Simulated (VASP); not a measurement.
# Li2Se (Fm-3m) in VASP: a series of runs

Li2Se is run at these levels: PBE; tasks: single point.

Program: VASP 6.6.1. These are calculated values, not measurements. Logs are shortened: lines on timing, memory, paths and dates and some standing lists are left out, and cuts for length are marked.

### 1 The cell of the first run

The structure is cubic, space group Fm-3m (No. 225). Conventional cell: a = 5.400 Å, b = 5.400 Å, c = 5.400 Å, α = 90.00°, β = 90.00°, γ = 90.00°. Li (site symmetry -43m) has 4 Se at 2.34 Å and 6 Li at 2.70 Å within 3.1 Å. Within 3.1 Å of Se (site symmetry m-3m) lie 8 Li at 2.34 Å.

### 2 Single point, PBE

INCAR reads:

```
PREC     = Accurate       # precision mode
ENCUT    = 750            # plane-wave cutoff, eV
EDIFF    = 1E-6           # SCF threshold, eV
ISMEAR   = 0              # smearing method
SIGMA    = 0.01           # smearing width, eV
LREAL    = F              # projectors in reciprocal space
LASPH    = T              # aspherical terms in the spheres
NELM     = 120            # most SCF steps
ALGO     = Normal         # electronic algorithm
ISIF     = 2              # what is computed and relaxed
LWAVE    = F              # write WAVECAR
LCHARG   = T              # write CHGCAR
GGA      = PE             # functional
LELF     = T              # ELF
LVHAR    = T            
NBANDS   = 13             # bands
GGA_COMPAT= F
```

KPOINTS reads:

```
regular mesh
0
Gamma
  6 6 6
```

POSCAR reads:

```
Li2Se
1.0
    0.0000000000      2.6997506791      2.6997506791
    2.6997506791      0.0000000000      2.6997506791
    2.6997506791      2.6997506791      0.0000000000
Li Se
2 1
Direct
    0.2500000000      0.2500000000      0.2500000000
    0.7500000000      0.7500000000      0.7500000000
    0.0000000000      0.0000000000      0.0000000000
```

Potentials or basis: VASP PAW PBE potentials, release 64 (Li_sv, Se).

Launch:

```console
$ cat potpaw_PBE.64/Li_sv/POTCAR potpaw_PBE.64/Se/POTCAR > POTCAR
$ mpirun -np 1 vasp_std > vasp.out
```

OUTCAR:

```text
PREC = Accurate
   ENCUT = 750
   EDIFF = 1E-6
   ISMEAR = 0
   LREAL = F
   LASPH = T
   NELM = 120
   ISIF = 2
   GGA = PE

 ion  position               nearest neighbor table
   1  0.250  0.250  0.250-   3 2.34   3 2.34   3 2.34   3 2.34
   2  0.750  0.750  0.750-   3 2.34   3 2.34   3 2.34   3 2.34
   3  0.000  0.000  0.000-   2 2.34   2 2.34   2 2.34   1 2.34   2 2.34   1 2.34   1 2.34   1 2.34

  LATTYP: Found a face centered cubic cell.
 ALAT       =     5.3995013582

  Lattice vectors:

 A1 = (   0.0000000000,   2.6997506791,   2.6997506791)
 A2 = (   2.6997506791,   0.0000000000,   2.6997506791)
 A3 = (   2.6997506791,   2.6997506791,   0.0000000000)

Analysis of symmetry for initial positions (statically):
=====================================================================
 Subroutine PRICEL returns:
 Original cell was already a primitive cell.

 Routine SETGRP: Setting up the symmetry group for a
 face centered cubic supercell.

 Subroutine GETGRP returns: Found 48 space group operations
[... 9 lines left out ...]

 Routine SETGRP: Setting up the symmetry group for a
 face centered cubic supercell.

 Subroutine GETGRP returns: Found 48 space group operations
[... 11 lines left out ...]
                                     Primitive cell

  volume of cell :      39.3551

  direct lattice vectors                    reciprocal lattice vectors
     0.000000000  2.699750679  2.699750679    -0.185202287  0.185202287  0.185202287
     2.699750679  0.000000000  2.699750679     0.185202287 -0.185202287  0.185202287
     2.699750679  2.699750679  0.000000000     0.185202287  0.185202287 -0.185202287

  length of vectors
     3.818024025  3.818024025  3.818024025     0.320779771  0.320779771  0.320779771

  position of ions in fractional coordinates (direct lattice)
     0.250000000  0.250000000  0.250000000
     0.750000000  0.750000000  0.750000000
     0.000000000  0.000000000  0.000000000

  ion indices of the primitive-cell ions
   primitive index   ion index
                 1           1
                 2           2
                 3           3

----------------------------------------------------------------------------------------

 KPOINTS: regular mesh

Automatic generation of k-mesh.
 Grid dimensions read from file:
 generate k-points for:    6    6    6

 Generating k-lattice:

  Cartesian coordinates                     Fractional coordinates (reciprocal lattice)
    -0.030867048  0.030867048  0.030867048     0.166666667  0.000000000  0.000000000
     0.030867048 -0.030867048  0.030867048     0.000000000  0.166666667  0.000000000
     0.030867048  0.030867048 -0.030867048     0.000000000  0.000000000  0.166666667

  Length of vectors
     0.053463295  0.053463295  0.053463295

  Shift w.r.t. Gamma in fractional coordinates (k-lattice)
     0.000000000  0.000000000  0.000000000

 Subroutine IBZKPT returns following result:
 ===========================================

 Found     16 irreducible k-points:

 Following reciprocal coordinates:
            Coordinates               Weight
  0.000000  0.000000  0.000000      1.000000
  0.166667  0.000000  0.000000      8.000000
  0.333333  0.000000  0.000000      8.000000
  0.500000  0.000000  0.000000      4.000000
  0.166667  0.166667  0.000000      6.000000
  0.333333  0.166667  0.000000     24.000000
[... 8 lines left out ...]
 -0.333333  0.333333  0.166667     24.000000
 -0.333333  0.500000  0.166667     12.000000
   k-points           NKPTS =     16   k-points in BZ     NKDIM =     16   number of bands    NBANDS=     13
   number of dos      NEDOS =    301   number of ions     NIONS =      3
   total plane-waves  NPLWV =  46656
   dimension x,y,z NGX =    36 NGY =   36 NGZ =   36
   dimension x,y,z NGXF=    72 NGYF=   72 NGZF=   72
   ions per type =               2   1
   NGX,Y,Z   is equivalent  to a cutoff of  15.68, 15.68, 15.68 a.u.
   NGXF,Y,Z  is equivalent  to a cutoff of  31.35, 31.35, 31.35 a.u.
 SYSTEM =  unknown system
   PREC   = accura    normal or accurate (medium, high low for compatibility)
   ISTART =      0    job   : 0-new  1-cont  2-samecut
   ICHARG =      2    charge: 1-file 2-atom 10-const
   ISPIN  =      1    spin polarized calculation?
   LNONCOLLINEAR =      F non collinear calculations
   LSORBIT =      F    spin-orbit coupling
   LASPH  =      T    aspherical Exc in radial PAW
   ENCUT  =  750.0 eV  55.12 Ry    7.42 a.u.   8.53  8.53  8.53*2*pi/ulx,y,z
   NELM   =    120;   NELMIN=  2; NELMDL= -5     # of ELM steps
   EDIFF  = 0.1E-05   stopping-criterion for ELM
   LREAL  =      F    real-space projection
[... 7 lines left out ...]
   TEBEG  =    0.0;   TEEND  =   0.0 temperature during run
   PSTRESS=    0.0 pullay stress
   NELECT =      12.0000    total number of electrons
   NUPDOWN=      -1.0000    fix difference up-down
   EMIN   =  10.00;   EMAX   =-10.00  energy-range for DOS
   EFERMI =   0.00;   METHOD = LEGACY
   ISMEAR =     0;   SIGMA  =   0.01  broadening in eV -4-tet -1-fermi 0-gaus
   EFERMI_NEDOS =   21; number of points for ismear=-14 and -15
   IALGO  =     38    algorithm
   IMIX   =      4    mixing-type and parameters
     AMIX     =   0.40;   BMIX     =  1.00
     AMIX_MAG =   1.60;   BMIX_MAG =  1.00
  volume/ion in A,a.u.               =      13.12        88.53
  Fermi-wavevector in a.u.,A,eV,Ry     =   1.101882  2.082254 16.519419  1.214143
  Thomas-Fermi vector in A             =   2.238316
   LORBIT       =      0    0 simple, 1 ext, 2 COOP (PROOUT), +10 PAW based schemes
   GGA     = PE    functional components
   LHFCALC =     F    Hartree Fock is set to
   AEXX    =    0.0000 exact exchange contribution
   IVDW    =     0    specifies the selected vdW correction
   LEPSILON=     F    determine dielectric tensor
   LRPA    =     F    only Hartree local field effects (RPA)
 non-spin polarized calculation
 Gauss-broadening in eV      SIGMA  =   0.01
  energy-cutoff  :      750.00
  volume of cell :       39.36
 maximum number of plane-waves:      1853
 NGX is ok and might be reduce to    36
   NGX = 17   NGY = 17   NGZ = 17

 number of electron      12.0000003 magnetization

 Free energy of the ion-electron system (eV)
  ---------------------------------------------------
  ext. energy  EPLUGINS =         0.00000000
  ---------------------------------------------------
  free energy    TOTEN  =       -10.41177766 eV

  energy without entropy =      -10.41177766  energy(sigma->0) =      -10.41177766

 E-fermi :   3.2644     XC(G=0):  -9.5052

 val. band max:        3.1986202378   @ k =   0.0000   0.0000   0.0000
 cond. band min:       5.7443305321   @ k =   0.5000   0.5000   0.0000
 fundamental gap:      2.5457102943
 Fermi energy:         3.2643688055

 k-point     1 :       0.0000    0.0000    0.0000
  band No.  band energies     occupation
      1     -41.2504      2.00000
      2     -41.1664      2.00000
      3      -9.2463      2.00000
      4       3.1986      2.00000
      5       3.1986      2.00000
      6       3.1986      2.00000
      7       8.1467      0.00000
      8       8.8383      0.00000
      9       8.8383      0.00000
     10       8.8383      0.00000
     11      14.7407      0.00000
     12      14.7407      0.00000
     13      15.3151      0.00000

 k-point     2 :       0.1667    0.0000    0.0000
  band No.  band energies     occupation
      1     -41.2441      2.00000
      2     -41.1714      2.00000
      3      -9.1044      2.00000
      4       1.7373      2.00000
      5       2.9403      2.00000
      6       2.9403      2.00000
      7       8.6780      0.00000
      8       9.3431      0.00000
      9       9.3431      0.00000
     10      10.2029      0.00000
     11      13.0088      0.00000
     12      13.0088      0.00000
     13      15.8370      0.00000

 k-point     3 :       0.3333    0.0000    0.0000
  band No.  band energies     occupation
      1     -41.2275      2.00000
      2     -41.1855      2.00000
      3      -8.7797      2.00000
      4      -0.1940      2.00000
      5       2.5316      2.00000
      6       2.5317      2.00000
      7       9.3587      0.00000
      8       9.4381      0.00000
      9       9.4381      0.00000
     10      11.9891      0.00000
     11      13.8079      0.00000
     12      13.8079      0.00000
     13      17.4789      0.00000

 k-point     4 :       0.5000    0.0000    0.0000
  band No.  band energies     occupation
      1     -41.2059      2.00000
      2     -41.2058      2.00000
      3      -8.5897      2.00000
      4      -0.9820      2.00000
      5       2.3629      2.00000
      6       2.3629      2.00000
      7       9.1766      0.00000
      8       9.1766      0.00000
      9       9.7560      0.00000
     10      12.4850      0.00000
     11      16.6561      0.00000
     12      16.6561      0.00000
     13      17.2969      0.00000

 k-point     5 :       0.1667    0.1667    0.0000
  band No.  band energies     occupation
      1     -41.2425      2.00000
      2     -41.1726      2.00000
      3      -9.0586      2.00000
      4       2.0945      2.00000
      5       2.4247      2.00000
      6       2.4247      2.00000
      7       8.6831      0.00000
      8       9.1512      0.00000
      9      10.1731      0.00000
     10      10.1731      0.00000
     11      12.2195      0.00000
     12      15.2720      0.00000
     13      16.3735      0.00000
[... 129 lines left out ...]
 k-point    14 :       0.5000    0.3333    0.1667
  band No.  band energies     occupation
      1     -41.2197      2.00000
      2     -41.1916      2.00000
      3      -8.5635      2.00000
      4      -0.0163      2.00000
      5       1.0422      2.00000
      6       1.7271      2.00000
      7       8.3185      0.00000
      8      10.4714      0.00000
      9      10.8165      0.00000
     10      13.2486      0.00000
     11      14.1384      0.00000
     12      16.4252      0.00000
     13      19.0171      0.00000

 k-point    15 :      -0.3333    0.3333    0.1667
  band No.  band energies     occupation
      1     -41.2052      2.00000
      2     -41.2052      2.00000
      3      -8.4348      2.00000
      4      -0.3217      2.00000
      5       0.8593      2.00000
      6       1.3022      2.00000
      7       8.7627      0.00000
      8      10.1082      0.00000
      9      12.6684      0.00000
     10      13.0697      0.00000
     11      13.7839      0.00000
     12      16.2642      0.00000
     13      17.8300      0.00000

 k-point    16 :      -0.3333    0.5000    0.1667
  band No.  band energies     occupation
      1     -41.2120      2.00000
      2     -41.1980      2.00000
      3      -8.3858      2.00000
      4       0.2717      2.00000
      5       0.5031      2.00000
      6       0.7005      2.00000
      7       7.5286      0.00000
      8      11.2174      0.00000
      9      12.0140      0.00000
     10      13.8925      0.00000
     11      16.3525      0.00000
     12      16.7766      0.00000
     13      17.6956      0.00000

------------------------ aborting loop because EDIFF is reached ----------------------------------------

  FORCE on cell =-STRESS in cart. coord.  units (eV):
  Direction    XX          YY          ZZ          XY          YZ          ZX
  --------------------------------------------------------------------------------------
  -------------------------------------------------------------------------------------
  Total        4.9258548      4.9258548      4.9258548      0.0000000     -0.0000000     -0.0000000
  in kB      200.5354770    200.5354770    200.5354770      0.0000000     -0.0000000     -0.0000000
  external PRESSURE =     200.5354770 kB  Pullay stress =       0.0000000 kB

 VOLUME and BASIS-vectors are now :
 -----------------------------------------------------------------------------
  energy-cutoff  :      750.00
  volume of cell :       39.36
      direct lattice vectors                 reciprocal lattice vectors
     0.000000000  2.699750679  2.699750679    -0.185202287  0.185202287  0.185202287
     2.699750679  0.000000000  2.699750679     0.185202287 -0.185202287  0.185202287
     2.699750679  2.699750679  0.000000000     0.185202287  0.185202287 -0.185202287

 POSITION                                       TOTAL-FORCE (eV/Angst)
 -----------------------------------------------------------------------------------
      1.34988      1.34988      1.34988         0.000000      0.000000      0.000000
      4.04963      4.04963      4.04963        -0.000000     -0.000000     -0.000000
      0.00000      0.00000      0.00000         0.000000      0.000000     -0.000000
 -----------------------------------------------------------------------------------
    total drift:                                0.000000      0.000000      0.000000

  FREE ENERGIE OF THE ION-ELECTRON SYSTEM (eV)
  ---------------------------------------------------
  free  energy   TOTEN  =       -10.4117776595 eV

  energy  without entropy=      -10.4117776595  energy(sigma->0) =      -10.41177766
```

It took 9.1 s on 1 thread of Intel Xeon Platinum 8559C (Emerald Rapids), shared host; peak memory 0.2 GiB.

Results:

```
Free energy            : -10.4118 eV
Pressure               : 20.1 GPa
Band gap on the k mesh : 2.55 eV, indirect (least direct gap 4.80 eV)
```

A k mesh can miss the band edges.

[end of part 1 of 2]
